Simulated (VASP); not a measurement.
# Sc: single point with PBE

Crystal: Sc.

```
Sc
1.0
     0.00000    2.26000    2.26000
     2.26000    0.00000    2.26000
     2.26000    2.26000    0.00000
Sc
1
Direct
  0.00000 0.00000 0.00000
```

This isn't the form of Sc at room conditions, which is hcp.

* Program: VASP 6.6.1
* Task: single point
* Functional: PBE
* Potentials or basis: VASP PAW PBE potentials, release 64 (Sc_sv)
* Cutoff: 450 eV
* k mesh: 31 × 31 × 31
* Occupations: tetrahedron, width 0.1 eV
* Spin: no spin polarisation
* Tolerance level: screening
* Purpose: density of states
* K density: 11 × 11 × 11
* Further INCAR settings: ALGO = Normal; EDIFF = 1e-06; NBANDS = 20

| Property | Result |
| --- | --- |
| Valence electrons inside the program's atomic spheres | Sc 9.46 |
| Density of states at the Fermi level | 1.82 states/eV/atom |

Levels at points of the mesh, in eV from the Fermi level:
```
           k point  band 2  band 3  band 4  band 5  band 6  band 7  band 8  band 9
(0.00, 0.00, 0.00)  -27.64  -27.64  -27.64   -5.31    1.67    1.67    1.67    3.17
```

Wall time 80 s on 1 thread of Intel(R) Xeon(R) Platinum 8559C (Emerald Rapids), with other jobs on the host, peak memory 0.34 GiB.
